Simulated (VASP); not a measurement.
Input of a VASP 6.6.1 run:

The input POSCAR:

```
TiCo3
1.0
    3.6140000000      0.0000000000      0.0000000000
    0.0000000000      3.6140000000      0.0000000000
    0.0000000000      0.0000000000      3.6140000000
Ti Co
1 3
Direct
    0.0000000000      0.0000000000      0.0000000000
    0.0000000000      0.5000000000      0.5000000000
    0.5000000000      0.0000000000      0.5000000000
    0.5000000000      0.5000000000      0.0000000000
```

INCAR.step1

```
PREC = Accurate
ENCUT = 520
ISMEAR = -1
SIGMA = 0.01
LREAL = F
LASPH = T
NELM = 150
ISPIN = 2
MAGMOM = -0.74 1.48 1.48 1.48
LMAXMIX = 4
NBANDS = 32
GGA = PE
ALGO = Normal
EDIFF = 1E-4
LWAVE = T
LCHARG = F
```

INCAR.step2

```
PREC = Accurate
ENCUT = 520
EDIFF = 1E-6
ISMEAR = -1
SIGMA = 0.01
LREAL = F
LASPH = T
NELM = 150
ALGO = Normal
ISIF = 2
LWAVE = F
LCHARG = F
ISPIN = 2
MAGMOM = -0.74 1.48 1.48 1.48
LORBIT = 11
LMAXMIX = 4
METAGGA = R2SCAN
LMIXTAU = T
NBANDS = 32
ISTART = 1
```

The input KPOINTS:

```
Automatic mesh
0
Gamma
  12 12 12
```

Potentials or basis: VASP PAW PBE potentials, release 64 (Ti_sv, Co).

Command:

```console
$ cat potpaw_PBE.64/Ti_sv/POTCAR potpaw_PBE.64/Co/POTCAR > POTCAR
$ cp INCAR.step1 INCAR
$ mpirun -np 1 vasp_std > vasp.out
$ cp INCAR.step2 INCAR
$ mpirun -np 1 vasp_std > vasp.out
```

Problem. What does it give for the pressure?

Solution. -4.0 GPa.

Problem. Predict the net moment.

Solution. 2.85 μB per cell.

Caveat: the cell stands under tension; the PAW data sets were made with another functional, which shifts forces and pressure a little.
